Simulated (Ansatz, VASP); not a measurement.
CsRe in VASP and in Ansatz

```
CELL_PARAMETERS angstrom
3.51749 0.00000 0.00000
0.00000 3.51749 0.00000
0.00000 0.00000 11.86848
ATOMIC_POSITIONS crystal
Cs 0.50000 0.00000 0.26873
Cs 0.00000 0.50000 0.73127
Re 0.50000 0.00000 0.97790
Re 0.00000 0.50000 0.02210
```

Alike in both runs: functional PBE; k mesh 14 × 14 × 4; occupations gaussian, width 0.1 eV; no spin polarisation.

Ansatz relaxed the structure, and its values are those at the end. VASP's run is a single point on that final structure, the one shown.

|  | VASP | Ansatz |
| --- | --- | --- |
| version | VASP 6.6.1 | Ansatz 0.2.0 |
| potentials or method | VASP PAW PBE potentials, release 64 (Cs_sv, Re), cutoff 520 eV | scalar-relativistic, plane waves, PAW |
| valence electrons in the cell | 32 | 48 |

```csv
,VASP,Ansatz,Ansatz less VASP
gap on the k mesh at the Fermi level (eV),none,none,-
pressure (GPa),-0.2,0.0,+0.19
rms of the force components (eV/Å),0.022,0.003,-0.0192
```

A gap of «none» marks a metal or a gap that the smearing closes. VASP's potentials hold 32 valence electrons a cell and Ansatz's 48, so a difference there can come from the potentials and not from the codes.

Neither program's run includes spin-orbit coupling.
